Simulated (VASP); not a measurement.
# ZnSe (F-43m) in VASP: a series of runs, part 2 of 2

VASP 6.6.1.

### 3 Single point, PBEsol

File INCAR:

```
SYSTEM = ZnSe
PREC = Accurate
ENCUT = 520
EDIFF = 1E-7
ISMEAR = 0
SIGMA = 0.02
LREAL = .False.
LASPH = .True.
NELM = 100
ALGO = Normal
ISIF = 2
LWAVE = .False.
LCHARG = .False.
GGA = PS
NBANDS = 26
```

File KPOINTS:

```
Automatic mesh
0
Gamma
  8 8 6
  0 0 0
```

File POSCAR:

```
ZnSe
1.0
    2.9292886247      2.9292886247      0.0000000000
   -2.9292886247      2.9292886247      0.0000000000
    0.0000000000      0.0000000000      5.8585772494
Zn Se
2 2
Direct
    0.0000000000      0.0000000000      0.0000000000
    0.5000000000      0.5000000000      0.5000000000
    0.5000000000      0.0000000000      0.2500000000
    0.0000000000      0.5000000000      0.7500000000
```

Potentials or basis: VASP PAW PBE potentials, release 64 (Zn, Se).

Launch:

```sh
cat potpaw_PBE.64/Zn/POTCAR potpaw_PBE.64/Se/POTCAR > POTCAR
mpirun -np 1 vasp_std > vasp.out
```

OUTCAR:

```text
SYSTEM = ZnSe
   PREC = Accurate
   ENCUT = 520
   EDIFF = 1E-7
   ISMEAR = 0
   LREAL = .False.
   LASPH = .True.
   NELM = 100
   ISIF = 2
   GGA = PS

 ion  position               nearest neighbor table
   1  0.000  0.000  0.000-   3 2.54   4 2.54   4 2.54   3 2.54
   2  0.500  0.500  0.500-   3 2.54   4 2.54   3 2.54   4 2.54
   3  0.500  0.000  0.250-   1 2.54   2 2.54   2 2.54   1 2.54
   4  0.000  0.500  0.750-   1 2.54   2 2.54   1 2.54   2 2.54

  LATTYP: Found a simple tetragonal cell.
 ALAT       =     4.1426397012
 C/A-ratio  =     1.4142135624

  Lattice vectors:

 A1 = (   2.9292886247,   2.9292886247,   0.0000000000)
 A2 = (  -2.9292886247,   2.9292886247,   0.0000000000)
 A3 = (   0.0000000000,   0.0000000000,   5.8585772494)

Analysis of symmetry for initial positions (statically):
=====================================================================
 Subroutine PRICEL returns following result:

  LATTYP: Found a face centered cubic cell.
 ALAT       =     5.8585772494

  Lattice vectors:

 A1 = (   0.0000000000,  -2.9292886247,  -2.9292886247)
[... 183 lines left out ...]
  energy without entropy =      -13.33505028  energy(sigma->0) =      -13.33505028

 E-fermi :   0.7907     XC(G=0):  -9.0808

 val. band max:        0.6875834325   @ k =   0.0000   0.0000   0.0000
 cond. band min:       1.4834795819   @ k =   0.0000   0.0000   0.0000
 fundamental gap:      0.7958961494
 Fermi energy:         0.7906753869

 k-point     1 :       0.0000    0.0000    0.0000
  band No.  band energies     occupation
      1     -12.0094      2.00000
      2     -11.1576      2.00000
      3      -5.5493      2.00000
      4      -5.5493      2.00000
      5      -5.5493      2.00000
      6      -5.4844      2.00000
[... 685 lines left out ...]
     25       8.4402      0.00000
     26       8.4402      0.00000

 [... further k-points ...]

------------------------ aborting loop because EDIFF is reached ----------------------------------------

  FORCE on cell =-STRESS in cart. coord.  units (eV):
  Direction    XX          YY          ZZ          XY          YZ          ZX
  --------------------------------------------------------------------------------------
  -------------------------------------------------------------------------------------
  Total       -3.5716234     -3.5716234     -3.5741310      0.0000000     -0.0000000      0.0000000
  in kB      -56.9153950    -56.9153950    -56.9553552      0.0000000     -0.0000000      0.0000000
  external PRESSURE =     -56.9287151 kB  Pullay stress =       0.0000000 kB

 VOLUME and BASIS-vectors are now :
 -----------------------------------------------------------------------------
  energy-cutoff  :      520.00
  volume of cell :      100.54
      direct lattice vectors                 reciprocal lattice vectors
     2.929288625  2.929288625  0.000000000     0.170689906  0.170689906  0.000000000
    -2.929288625  2.929288625  0.000000000    -0.170689906  0.170689906  0.000000000
     0.000000000  0.000000000  5.858577249     0.000000000  0.000000000  0.170689906

 POSITION                                       TOTAL-FORCE (eV/Angst)
 -----------------------------------------------------------------------------------
      0.00000      0.00000      0.00000         0.000000      0.000000      0.000000
      0.00000      2.92929      2.92929         0.000000      0.000000     -0.000000
      1.46464      1.46464      1.46464        -0.000000     -0.000000      0.000000
     -1.46464      1.46464      4.39393        -0.000000     -0.000000      0.000000
 -----------------------------------------------------------------------------------
    total drift:                               -0.000000      0.000000     -0.000000

  FREE ENERGIE OF THE ION-ELECTRON SYSTEM (eV)
  ---------------------------------------------------
  free  energy   TOTEN  =       -13.3350502755 eV

  energy  without entropy=      -13.3350502755  energy(sigma->0) =      -13.33505028
```

stdout:

```text
POSCAR found type information on POSCAR ZnSe
 POSCAR found :  2 types and       4 ions
 scaLAPACK will be used
 -----------------------------------------------------------------------------
|                                                                             |
|                                                                             |
|     You enforced a specific xc type in the INCAR file but a different       |
|     I HOPE YOU KNOW WHAT YOU ARE DOING!                                     |
|                                                                             |
 -----------------------------------------------------------------------------

 LDA part: xc-table for (Slater+PW92), standard interpolation
 POSCAR, INCAR and KPOINTS ok, starting setup
 FFT: planning ... GRIDC
 FFT: planning ... GRID_SOFT
 FFT: planning ... GRID
 WAVECAR not read
 entering main loop
```

It took 3.1 min on 1 thread of AMD EPYC 7R13, shared host; peak memory 0.27 GiB.

What came out:

| Property | Result |
| --- | --- |
| Free energy | -13.3351 eV |
| Pressure | -5.7 GPa |
| Band gap on the k mesh | 0.80 eV |

Caveat: the cell stands under tension; the PAW data sets were made with another functional, which shifts forces and pressure a little.

### 4 Single point, PBEsol (equal strain along all axes, cell held: +6.0 %)

File INCAR:

```
  PREC = Accurate
  ENCUT = 520
  EDIFF = 1E-6
  ISMEAR = 0
  SIGMA = 0.02
  LREAL = F
  LASPH = T
  NELM = 100
  ALGO = Normal
  ISIF = 2
  LWAVE = F
  LCHARG = F
  GGA = PS
  NBANDS = 26
```

File KPOINTS:

```
regular mesh
0
Gamma
  8 8 6
```

File POSCAR:

```
ZnSe
1.0
    2.9856210983      2.9856210983      0.0000000000
   -2.9856210983      2.9856210983      0.0000000000
    0.0000000000      0.0000000000      5.9712421965
Zn Se
2 2
Direct
    0.0000000000      0.0000000000      0.0000000000
    0.5000000000      0.5000000000      0.5000000000
    0.5000000000      0.0000000000      0.2500000000
    0.0000000000      0.5000000000      0.7500000000
```

Launch:

```sh
cat potpaw_PBE.64/Zn/POTCAR potpaw_PBE.64/Se/POTCAR > POTCAR
mpirun -np 1 vasp_std > vasp.out
```

Wall time 2.8 min (1 thread of AMD EPYC 7R13, shared host); peak memory 0.27 GiB.

The run converged. Its results:

* Free energy: -13.0894 eV
* Pressure: -7.5 GPa
* Band gap on the k mesh: 0.60 eV

Levels at points of the mesh, in eV from the valence-band top:
| k point | band 14 | band 15 | band 16 | band 17 | band 18 | band 19 | band 20 | band 21 | band 22 | band 23 |
| --- | --- | --- | --- | --- | --- | --- | --- | --- | --- | --- |
| (0.00, 0.00, 0.00) | -1.70 | -1.70 | 0.00 | 0.00 | 0.00 | 0.60 | 3.16 | 3.31 | 5.74 | 5.74 |
| (0.50, 0.00, 0.00) | -3.63 | -2.01 | -2.01 | -0.70 | -0.70 | 3.60 | 3.60 | 6.09 | 6.09 | 6.34 |
| (0.50, 0.50, 0.00) | -4.14 | -1.70 | -1.70 | -1.70 | -1.70 | 3.16 | 3.16 | 3.31 | 3.31 | 9.57 |
| (0.00, 0.00, 0.50) | -2.67 | -0.96 | -0.96 | -0.96 | -0.96 | 3.33 | 3.33 | 4.04 | 4.04 | 7.55 |
| (0.50, 0.00, 0.50) | -4.37 | -0.67 | -0.67 | -0.67 | -0.67 | 2.18 | 2.18 | 6.29 | 6.29 | 6.29 |
| (0.50, 0.50, 0.50) | -4.02 | -2.21 | -2.21 | -2.04 | -2.04 | 4.79 | 4.79 | 5.34 | 5.34 | 6.50 |

Caveat: the cell differs from its parent crystal (equal strain along all axes, cell held: +6.0 %); the cell stands under tension; the PAW data sets were made with another functional, which shifts forces and pressure a little.
